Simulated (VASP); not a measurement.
# BaTiO3 (R3m) in VASP: notebook

BaTiO3 is run at these levels: PBE; tasks: single point, relaxation of shape and atoms at fixed volume, relaxation of cell and atoms.

Program: VASP 6.6.1. These are calculated values, not measurements. Logs are shortened: lines on timing, memory, paths and dates and some standing lists are left out, and cuts for length are marked.

## Step 1: The cell of the first run

The structure is trigonal, space group R3m (No. 160). Conventional cell: a = 5.562 Å, b = 5.562 Å, c = 6.817 Å, α = 90.00°, β = 90.00°, γ = 120.00°. Within 3.6 Å of Ba (site symmetry 3m) lie 12 O at 2.75 to 2.81 Å and 8 Ti at 3.37 to 3.45 Å. Within 2.5 Å of Ti (site symmetry 3m) lie 6 O at 1.92 to 2.02 Å. Within 2.5 Å of O (site symmetry m) lie 2 Ti at 1.92 to 2.02 Å.

## Step 2: Single point, PBE (12.18 Å³/atom)

Contents of INCAR:

```
PREC     = Accurate       # precision mode
ENCUT    = 520            # plane-wave cutoff, eV
EDIFF    = 1E-6           # SCF threshold, eV
ISMEAR   = 0              # smearing method
SIGMA    = 0.02           # smearing width, eV
LREAL    = F              # projectors in reciprocal space
LASPH    = T              # aspherical terms in the spheres
NELM     = 80             # most SCF steps
ALGO     = Normal         # electronic algorithm
ISIF     = 2              # what is computed and relaxed
LWAVE    = F              # write WAVECAR
LCHARG   = F              # write CHGCAR
GGA      = PE             # functional
NBANDS   = 28             # bands
```

Contents of KPOINTS:

```
Automatic mesh
0
Gamma
  6 6 6
```

Contents of POSCAR:

```
BaTiO3
1.0
    2.7810663436      1.6056494022      2.2723200656
   -2.7810663436      1.6056494022      2.2723200656
    0.0000000000     -3.2112988043      2.2723200656
Ba Ti O
1 1 3
Direct
   -0.0017359949     -0.0017359949     -0.0017359949
    0.5041849677      0.5041849677      0.5041849677
    0.4926864918      0.4926864918      0.9908780937
    0.4926864918      0.9908780937      0.4926864918
    0.9908780937      0.4926864918      0.4926864918
```

Potentials or basis: VASP PAW PBE potentials, release 64 (Ba_sv, Ti_sv, O).

Run with:

```sh
$ cat potpaw_PBE.64/Ba_sv/POTCAR potpaw_PBE.64/Ti_sv/POTCAR potpaw_PBE.64/O/POTCAR > POTCAR
$ mpirun -np 1 vasp_std > vasp.out
```

OUTCAR:

```text
PREC = Accurate
   ENCUT = 520
   EDIFF = 1E-6
   ISMEAR = 0
   LREAL = F
   LASPH = T
   NELM = 80
   ISIF = 2
   GGA = PE

 ion  position               nearest neighbor table
   1  0.998  0.998  0.998-   4 2.75   5 2.75   3 2.75   3 2.78   3 2.78   4 2.78   5 2.78   5 2.78
                             4 2.78   5 2.81   4 2.81   3 2.81   2 3.37   2 3.39   2 3.39   2 3.39
   2  0.504  0.504  0.504-   4 1.92   5 1.92   3 1.92   4 2.02   5 2.02   3 2.02   1 3.37   1 3.39
                             1 3.39   1 3.39   1 3.42   1 3.42   1 3.42   1 3.45
   3  0.493  0.493  0.991-   2 1.92   2 2.02   1 2.75   1 2.78   1 2.78   1 2.81
   4  0.493  0.991  0.493-   2 1.92   2 2.02   1 2.75   1 2.78   1 2.78   1 2.81
   5  0.991  0.493  0.493-   2 1.92   2 2.02   1 2.75   1 2.78   1 2.78   1 2.81

  LATTYP: Found a trigonal (rhomboedric) cell.
 ALAT       =     3.9339393095
 COS(alpha) =     0.0004664340

  Lattice vectors:

 A1 = (   2.7810663436,   1.6056494022,   2.2723200656)
 A2 = (  -2.7810663436,   1.6056494022,   2.2723200656)
 A3 = (   0.0000000000,  -3.2112988043,   2.2723200656)

Analysis of symmetry for initial positions (statically):
=====================================================================
 Subroutine PRICEL returns:
 Original cell was already a primitive cell.

 Routine SETGRP: Setting up the symmetry group for a
 trigonal (rhombohedral) supercell.

 Subroutine GETGRP returns: Found  6 space group operations
 (whereof  6 operations were pure point group operations)
 out of a pool of 12 trial point group operations.

The static configuration has the point symmetry C_3v.

Analysis of symmetry for dynamics (positions and initial velocities):
=====================================================================
 Subroutine PRICEL returns:
 Original cell was already a primitive cell.

 Routine SETGRP: Setting up the symmetry group for a
 trigonal (rhombohedral) supercell.

 Subroutine GETGRP returns: Found  6 space group operations
 (whereof  6 operations were pure point group operations)
 out of a pool of 12 trial point group operations.

The dynamic configuration has the point symmetry C_3v.

 Subroutine INISYM returns: Found  6 space group operations
 (whereof  6 operations are pure point group operations),
 and found     1 'primitive' translations

----------------------------------------------------------------------------------------

                                     Primitive cell

  volume of cell :      60.8811

  direct lattice vectors                    reciprocal lattice vectors
     2.781066344  1.605649402  2.272320066     0.179787153  0.103800161  0.146692950
    -2.781066344  1.605649402  2.272320066    -0.179787153  0.103800161  0.146692950
     0.000000000 -3.211298804  2.272320066     0.000000000 -0.207600322  0.146692950

  length of vectors
     3.933939309  3.933939309  3.933939310     0.254198181  0.254198181  0.254198181

  position of ions in fractional coordinates (direct lattice)
     0.998264005  0.998264005  0.998264005
     0.504184968  0.504184968  0.504184968
     0.492686492  0.492686492  0.990878094
     0.492686492  0.990878094  0.492686492
     0.990878094  0.492686492  0.492686492

  ion indices of the primitive-cell ions
   primitive index   ion index
                 1           1
                 2           2
                 3           3
                 4           4
                 5           5

----------------------------------------------------------------------------------------

 KPOINTS: Automatic mesh

Automatic generation of k-mesh.
 Grid dimensions read from file:
 generate k-points for:    6    6    6

 Generating k-lattice:

  Cartesian coordinates                     Fractional coordinates (reciprocal lattice)
     0.029964525  0.017300027  0.024448825     0.166666667  0.000000000  0.000000000
    -0.029964525  0.017300027  0.024448825     0.000000000  0.166666667  0.000000000
     0.000000000 -0.034600054  0.024448825     0.000000000  0.000000000  0.166666667

  Length of vectors
     0.042366364  0.042366364  0.042366364

  Shift w.r.t. Gamma in fractional coordinates (k-lattice)
     0.000000000  0.000000000  0.000000000

 Subroutine IBZKPT returns following result:
 ===========================================

 Found     32 irreducible k-points:

 Following reciprocal coordinates:
            Coordinates               Weight
  0.000000  0.000000  0.000000      1.000000
  0.166667  0.000000 -0.000000      6.000000
  0.333333  0.000000 -0.000000      6.000000
  0.500000  0.000000  0.000000      3.000000
  0.166667  0.166667 -0.000000      6.000000
  0.333333  0.166667  0.000000     12.000000
[... 16 lines left out ...]
  0.500000  0.500000  0.166667      6.000000
 -0.333333  0.500000  0.166667     12.000000
 [... further k-points ...]
   k-points           NKPTS =     32   k-points in BZ     NKDIM =     32   number of bands    NBANDS=     28
   number of dos      NEDOS =    301   number of ions     NIONS =      5
   total plane-waves  NPLWV =  27000
   dimension x,y,z NGX =    30 NGY =   30 NGZ =   30
   dimension x,y,z NGXF=    60 NGYF=   60 NGZF=   60
   ions per type =               1   1   3
   NGX,Y,Z   is equivalent  to a cutoff of  12.68, 12.68, 12.68 a.u.
   NGXF,Y,Z  is equivalent  to a cutoff of  25.36, 25.36, 25.36 a.u.
 SYSTEM =  unknown system
   PREC   = accura    normal or accurate (medium, high low for compatibility)
   ISTART =      0    job   : 0-new  1-cont  2-samecut
   ICHARG =      2    charge: 1-file 2-atom 10-const
   ISPIN  =      1    spin polarized calculation?
   LNONCOLLINEAR =      F non collinear calculations
   LSORBIT =      F    spin-orbit coupling
   LASPH  =      T    aspherical Exc in radial PAW
   ENCUT  =  520.0 eV  38.22 Ry    6.18 a.u.   7.31  7.31  7.31*2*pi/ulx,y,z
   NELM   =     80;   NELMIN=  2; NELMDL= -5     # of ELM steps
   EDIFF  = 0.1E-05   stopping-criterion for ELM
   LREAL  =      F    real-space projection
   EDIFFG = 0.1E-04   stopping-criterion for IOM
   NSW    =      0    number of steps for IOM
   IBRION =     -1    ionic relax: 0-MD 1-quasi-New 2-CG
   NFREE  =      0    steps in history (QN), initial steepest desc. (CG)
   ISIF   =      2    stress and relaxation
   ISYM   =      2    0-nonsym 1-usesym 2-fastsym
   POTIM  = 0.5000    time-step for ionic-motion
   TEBEG  =    0.0;   TEEND  =   0.0 temperature during run
   PSTRESS=    0.0 pullay stress
   NELECT =      40.0000    total number of electrons
   NUPDOWN=      -1.0000    fix difference up-down
   EMIN   =  10.00;   EMAX   =-10.00  energy-range for DOS
   EFERMI =   0.00;   METHOD = LEGACY
   ISMEAR =     0;   SIGMA  =   0.02  broadening in eV -4-tet -1-fermi 0-gaus
   EFERMI_NEDOS =   21; number of points for ismear=-14 and -15
   IALGO  =     38    algorithm
   IMIX   =      4    mixing-type and parameters
     AMIX     =   0.40;   BMIX     =  1.00
     AMIX_MAG =   1.60;   BMIX_MAG =  1.00
  volume/ion in A,a.u.               =      12.18        82.17
  Fermi-wavevector in a.u.,A,eV,Ry     =   1.423204  2.689466 27.558740  2.025510
  Thomas-Fermi vector in A             =   2.543827
   LORBIT       =      0    0 simple, 1 ext, 2 COOP (PROOUT), +10 PAW based schemes
   GGA     = PE    functional components
   LHFCALC =     F    Hartree Fock is set to
   AEXX    =    0.0000 exact exchange contribution
   IVDW    =     0    specifies the selected vdW correction
   LEPSILON=     F    determine dielectric tensor
   LRPA    =     F    only Hartree local field effects (RPA)
 non-spin polarized calculation
 Gauss-broadening in eV      SIGMA  =   0.02
  energy-cutoff  :      520.00
  volume of cell :       60.88
 maximum number of plane-waves:      1662
 NGX is ok and might be reduce to    30
   NGX = 15   NGY = 15   NGZ = 15

 number of electron      39.9999996 magnetization

 Free energy of the ion-electron system (eV)
  ---------------------------------------------------
  ext. energy  EPLUGINS =         0.00000000
  ---------------------------------------------------
  free energy    TOTEN  =       -39.78361916 eV

  energy without entropy =      -39.78361916  energy(sigma->0) =      -39.78361916

 E-fermi :   4.4669     XC(G=0): -11.5330

 val. band max:        4.2325667467   @ k =   0.5000   0.5000   0.5000
 cond. band min:       6.2131033680   @ k =   0.0000   0.0000   0.0000
 fundamental gap:      1.9805366213
 Fermi energy:         4.4668726256

 k-point     1 :       0.0000    0.0000    0.0000
  band No.  band energies     occupation
      1     -52.1185      2.00000
      2     -28.3690      2.00000
      3     -28.3690      2.00000
      4     -28.3674      2.00000
      5     -20.4679      2.00000
      6     -12.7616      2.00000
[... 20 lines left out ...]
     27       9.3489      0.00000
     28      12.2039      0.00000

 k-point     2 :       0.1667    0.0000   -0.0000
  band No.  band energies     occupation
      1     -52.1182      2.00000
      2     -28.3858      2.00000
      3     -28.3683      2.00000
      4     -28.3672      2.00000
      5     -20.4292      2.00000
      6     -12.8025      2.00000
[... 20 lines left out ...]
     27       9.9231      0.00000
     28      12.8746      0.00000

 k-point     3 :       0.3333    0.0000   -0.0000
  band No.  band energies     occupation
      1     -52.1175      2.00000
      2     -28.4200      2.00000
      3     -28.3670      2.00000
      4     -28.3659      2.00000
      5     -20.3496      2.00000
      6     -12.9847      2.00000
[... 20 lines left out ...]
     27      11.2721      0.00000
     28      12.7645      0.00000

 k-point     4 :       0.5000    0.0000    0.0000
  band No.  band energies     occupation
      1     -52.1172      2.00000
      2     -28.4369      2.00000
      3     -28.3663      2.00000
      4     -28.3652      2.00000
      5     -20.3086      2.00000
      6     -13.0967      2.00000
[... 578 lines left out ...]
     27      11.9746      0.00000
     28      13.1036      0.00000

 k-point    23 :       0.5000    0.5000    0.1667
  band No.  band energies     occupation
      1     -52.1154      2.00000
      2     -28.4317      2.00000
      3     -28.4306      2.00000
      4     -28.3796      2.00000
      5     -20.1914      2.00000
      6     -12.2972      2.00000
[... 20 lines left out ...]
     27      13.0759      0.00000
     28      13.4431      0.00000

 k-point    24 :      -0.3333    0.5000    0.1667
  band No.  band energies     occupation
      1     -52.1158      2.00000
      2     -28.4323      2.00000
      3     -28.4148      2.00000
      4     -28.3803      2.00000
      5     -20.2152      2.00000
      6     -12.4929      2.00000
[... 20 lines left out ...]
     27      12.6954      0.00000
     28      13.1854      0.00000

 [... further k-points ...]

------------------------ aborting loop because EDIFF is reached ----------------------------------------

  FORCE on cell =-STRESS in cart. coord.  units (eV):
  Direction    XX          YY          ZZ          XY          YZ          ZX
  --------------------------------------------------------------------------------------
  -------------------------------------------------------------------------------------
  Total        5.6414036      5.6414036      5.6320396     -0.0000000      0.0000000      0.0000000
  in kB      148.4618696    148.4618696    148.2154420     -0.0000000      0.0000000      0.0000000
  external PRESSURE =     148.3797271 kB  Pullay stress =       0.0000000 kB

 VOLUME and BASIS-vectors are now :
 -----------------------------------------------------------------------------
  energy-cutoff  :      520.00
  volume of cell :       60.88
      direct lattice vectors                 reciprocal lattice vectors
     2.781066344  1.605649402  2.272320066     0.179787153  0.103800161  0.146692950
    -2.781066344  1.605649402  2.272320066    -0.179787153  0.103800161  0.146692950
     0.000000000 -3.211298804  2.272320066     0.000000000 -0.207600322  0.146692950

 POSITION                                       TOTAL-FORCE (eV/Angst)
 -----------------------------------------------------------------------------------
      0.00000      0.00000      6.80513        -0.000000     -0.000000     -0.019949
      0.00000      0.00000      3.43701        -0.000000     -0.000000     -0.027268
      0.00000     -1.59984      4.49067        -0.000000     -0.009868      0.015739
     -1.38550      0.79992      4.49067        -0.008546      0.004934      0.015739
      1.38550      0.79992      4.49067         0.008546      0.004934      0.015739
 -----------------------------------------------------------------------------------
    total drift:                                0.000000     -0.000004      0.000686

  FREE ENERGIE OF THE ION-ELECTRON SYSTEM (eV)
  ---------------------------------------------------
  free  energy   TOTEN  =       -39.7836191585 eV

  energy  without entropy=      -39.7836191585  energy(sigma->0) =      -39.78361916
```

Run time: 92 s. Hardware: 1 thread of Intel Xeon 8259CL, shared host; peak memory 0.21 GiB.

What came out:

- Free energy: -39.7836 eV
- Pressure: 14.8 GPa
- Largest force: 0.027 eV/Å
- Band gap on the k mesh: 1.98 eV (least direct gap 2.13 eV)

Forces on the atoms (eV/Å):
```
Ba   0.000  0.000 -0.020
Ti   0.000  0.000 -0.027
O    0.000 -0.010  0.016
O   -0.009  0.005  0.016
O    0.009  0.005  0.016
```

Caveat: the cell stands under pressure; spin-orbit coupling is left out, which moves the levels of the heavy elements. A k mesh can miss the band edges.

## Step 3: Single point, PBE (12.58 Å³/atom)

This run uses another cell than the first one, of 12.58 Å³/atom.

Contents of INCAR:

```
PREC     = Accurate       # precision mode
ENCUT    = 520            # plane-wave cutoff, eV
EDIFF    = 1E-6           # SCF threshold, eV
ISMEAR   = 0              # smearing method
SIGMA    = 0.02           # smearing width, eV
LREAL    = False          # projectors in reciprocal space
LASPH    = True           # aspherical terms in the spheres
NELM     = 100            # most SCF steps
ALGO     = Normal         # electronic algorithm
ISIF     = 2              # what is computed and relaxed
LWAVE    = False          # write WAVECAR
LCHARG   = False          # write CHGCAR
GGA      = PE             # functional
NBANDS   = 28             # bands
```

Contents of KPOINTS:

```
regular mesh
0
Gamma
  6 6 6
```

Contents of POSCAR:

```
BaTiO3
1.0
    2.8095506270      1.6220948108      2.2998787403
   -2.8095506270      1.6220948108      2.2998787403
    0.0000000000     -3.2441896216      2.2998787403
Ba Ti O
1 1 3
Direct
    0.0006074076      0.0006074076      0.0006074076
    0.5106206221      0.5106206221      0.5106206221
    0.4907098037      0.4907098037      0.9860524129
    0.4907098037      0.9860524129      0.4907098037
    0.9860524129      0.4907098037      0.4907098037
```

Potentials or basis: VASP PAW PBE potentials, release 64 (Ba_sv, Ti_sv, O).

Run with:

```sh
$ cat potpaw_PBE.64/Ba_sv/POTCAR potpaw_PBE.64/Ti_sv/POTCAR potpaw_PBE.64/O/POTCAR > POTCAR
$ mpirun -np 1 vasp_std > vasp.out
```

OUTCAR:

```text
PREC = Accurate
   ENCUT = 520
   EDIFF = 1E-6
   ISMEAR = 0
   LREAL = False
   LASPH = True
   NELM = 100
   ISIF = 2
   GGA = PE

 ion  position               nearest neighbor table
   1  0.001  0.001  0.001-   3 2.76   4 2.76   5 2.76   5 2.81   4 2.81   4 2.81   5 2.81   3 2.81
                             3 2.81   3 2.87   4 2.87   5 2.87   2 3.38   2 3.42   2 3.42   2 3.42
   2  0.511  0.511  0.511-   3 1.89   4 1.89   5 1.89   3 2.09   4 2.09   5 2.09   1 3.38   1 3.42
                             1 3.42   1 3.42   1 3.47   1 3.47   1 3.47   1 3.52
   3  0.491  0.491  0.986-   2 1.89   2 2.09   1 2.76   1 2.81   1 2.81   1 2.87
   4  0.491  0.986  0.491-   2 1.89   2 2.09   1 2.76   1 2.81   1 2.81   1 2.87
[... 952 lines left out ...]
  Total        3.6526557      3.6526557      3.6265388     -0.0000000      0.0000000      0.0000000
  in kB       93.0572124     93.0572124     92.3918422     -0.0000000      0.0000000      0.0000000
  external PRESSURE =      92.8354224 kB  Pullay stress =       0.0000000 kB

 VOLUME and BASIS-vectors are now :
 -----------------------------------------------------------------------------
  energy-cutoff  :      520.00
  volume of cell :       62.89
      direct lattice vectors                 reciprocal lattice vectors
     2.809550627  1.622094811  2.299878740     0.177964403  0.102747796  0.144935177
    -2.809550627  1.622094811  2.299878740    -0.177964403  0.102747796  0.144935177
     0.000000000 -3.244189622  2.299878740     0.000000000 -0.205495592  0.144935177

 POSITION                                       TOTAL-FORCE (eV/Angst)
 -----------------------------------------------------------------------------------
      0.00000      0.00000      0.00419         0.000000     -0.000000     -0.031276
      0.00000      0.00000      3.52310         0.000000      0.000000     -0.054419
      0.00000     -1.60699      4.52495         0.000000     -0.020645      0.028565
     -1.39169      0.80349      4.52495        -0.017879      0.010323      0.028565
      1.39169      0.80349      4.52495         0.017879      0.010323      0.028565
 -----------------------------------------------------------------------------------
    total drift:                                0.000000     -0.000001      0.001175

  FREE ENERGIE OF THE ION-ELECTRON SYSTEM (eV)
  ---------------------------------------------------
  free  energy   TOTEN  =       -39.9317429750 eV

  energy  without entropy=      -39.9317429750  energy(sigma->0) =      -39.93174297
```

OSZICAR:

```text
N       E                     dE             d eps       ncg     rms          rms(c)
DAV:   1     0.443497754519E+03    0.44350E+03   -0.20785E+04  1792   0.156E+03
DAV:   2    -0.626683934805E+00   -0.44412E+03   -0.42153E+03  2016   0.435E+02
DAV:   3    -0.483730635737E+02   -0.47746E+02   -0.47228E+02  2536   0.137E+02
DAV:   4    -0.505519683936E+02   -0.21789E+01   -0.21745E+01  2672   0.258E+01
DAV:   5    -0.506122968074E+02   -0.60328E-01   -0.60309E-01  2420   0.337E+00    0.239E+01
DAV:   6    -0.400540991463E+02    0.10558E+02   -0.55649E+01  2628   0.685E+01    0.994E+00
DAV:   7    -0.400747240073E+02   -0.20625E-01   -0.10093E+01  2464   0.235E+01    0.720E+00
DAV:   8    -0.399158281236E+02    0.15890E+00   -0.63380E-01  2196   0.746E+00    0.348E+00
DAV:   9    -0.399526465700E+02   -0.36818E-01   -0.28714E-01  2584   0.438E+00    0.140E+00
DAV:  10    -0.399336192402E+02    0.19027E-01   -0.12513E-01  2012   0.386E+00    0.461E-01
DAV:  11    -0.399317831535E+02    0.18361E-02   -0.11436E-02  2408   0.745E-01    0.105E-01
DAV:  12    -0.399320554461E+02   -0.27229E-03   -0.18529E-03  2740   0.381E-01    0.158E-01
DAV:  13    -0.399317403489E+02    0.31510E-03   -0.11182E-03  2344   0.351E-01    0.109E-02
DAV:  14    -0.399317426683E+02   -0.23194E-05   -0.35817E-05  2112   0.460E-02    0.661E-03
DAV:  15    -0.399317429750E+02   -0.30667E-06   -0.54026E-06  2340   0.191E-02
   1 F= -.39931743E+02 E0= -.39931743E+02  d E =-.214895E-76
```

stdout:

```text
POSCAR found type information on POSCAR BaTiO
 POSCAR found :  3 types and       5 ions
 scaLAPACK will be used
 LDA part: xc-table for (Slater+PW92), standard interpolation
 POSCAR, INCAR and KPOINTS ok, starting setup
 FFT: planning ... GRIDC
 FFT: planning ... GRID_SOFT
 FFT: planning ... GRID
 WAVECAR not read
 entering main loop
```

Wall time 82 s (1 thread of Intel Xeon 8259CL, shared host); peak memory 0.21 GiB.

What came out:

```yaml
Free_energy: -39.9317 eV
Pressure: 9.3 GPa
Largest_force: 0.054 eV/Å
Band_gap_on_the_k_mesh: 2.19 eV (least direct gap 2.48 eV)
```

Forces in eV/Å, atoms in the order of the input:
```
Ba   0.000  0.000 -0.031
Ti   0.000  0.000 -0.054
O    0.000 -0.021  0.029
O   -0.018  0.010  0.029
O    0.018  0.010  0.029
```

Caveat: the cell stands under pressure; spin-orbit coupling is left out, which moves the levels of the heavy elements. A k mesh can miss the band edges.

(Part 1 of 3 ends here.)
